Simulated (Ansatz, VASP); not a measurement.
# Two plane-wave programs on GaN

```
Ga N
1.0
    -3.21854    0.00000    0.00000
     0.00000    0.00000   -5.24338
     0.00000   -5.57467    0.00000
Ga N
4 4
Cartesian
  -1.6093 -0.9291 -0.0203
  0.0000 -3.7164 -0.0203
  0.0000 -1.8582 -2.6420
  -1.6093 -4.6456 -2.6420
  -1.6093 -0.9290 -3.1942
  0.0000 -3.7164 -3.1942
  0.0000 -1.8583 -0.5725
  -1.6093 -4.6456 -0.5725
```

Change from the starting cell: mode 11 frozen in at +0.000 Å and mode 13 at +0.078 Å (largest displacements).

Alike in both runs: task single point; functional PBE; k mesh 8 × 6 × 6; occupations gaussian, width 0.05 eV; no spin polarisation.

```csv
,VASP,Ansatz
version,VASP 6.6.1,Ansatz 0.2.0
potentials or method,"VASP PAW PBE potentials, release 64 (Ga_d, N), cutoff 520 eV","scalar-relativistic, plane waves, PAW"
valence electrons in the cell,72,72
```

```csv
,VASP,Ansatz,Ansatz less VASP
gap on the k mesh at the Fermi level (eV),1.60,1.60,-0.001
least direct gap on the mesh (eV),1.60,1.60,-0.001
pressure (GPa),0.9,0.8,-0.10
"traceless stress, the component that is largest in VASP (GPa)",-4.28,-4.39,-0.108
rms of the force components (eV/Å),0.445,0.450,+0.0053
```

Atom by atom the forces differ by 0.005 eV/Å (rms over components).
